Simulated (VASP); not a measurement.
A run of VASP 6.6.1:

The input INCAR:

```
PREC = Accurate
ENCUT = 520
EDIFF = 1E-6
ISMEAR = 0
SIGMA = 0.1
LREAL = False
LASPH = True
NELM = 100
ALGO = Fast
ISIF = 2
LWAVE = False
LCHARG = False
GGA = PE
NBANDS = 45
```

The input KPOINTS:

```
Automatic mesh
0
Gamma
  18 18 4
```

POSCAR

```
Zn
1.0
    2.6312521408      0.0000000000      0.0000000000
   -1.3156260704      2.2787311977      0.0000000000
    0.0000000000      0.0000000000     15.4249050926
Zn
6
Direct
    0.0000000000      0.0000000000      0.0000000000
    0.3333333333      0.6666666667      0.1658304017
    0.6666666667      0.3333333333      0.3341695983
    0.0000000000      0.0000000000      0.5000000000
    0.6666666667      0.3333333333      0.6658304017
    0.3333333333      0.6666666667      0.8341695983
```

Potentials or basis: VASP PAW PBE potentials, release 64 (Zn).

Launch:

```sh
$ cat potpaw_PBE.64/Zn/POTCAR > POTCAR
$ mpirun -np 1 vasp_std > vasp.out
```

Hardware: 1 thread of Oxide Virtual Turin-like Processor, on a shared host.

Task: Estimate the wall time of this run.

Result: It took 7.1 min on 1 thread of Oxide Virtual Turin-like Processor, with other jobs on the host, peak memory 0.39 GiB. Counts: scf iterations 14, k points 111.
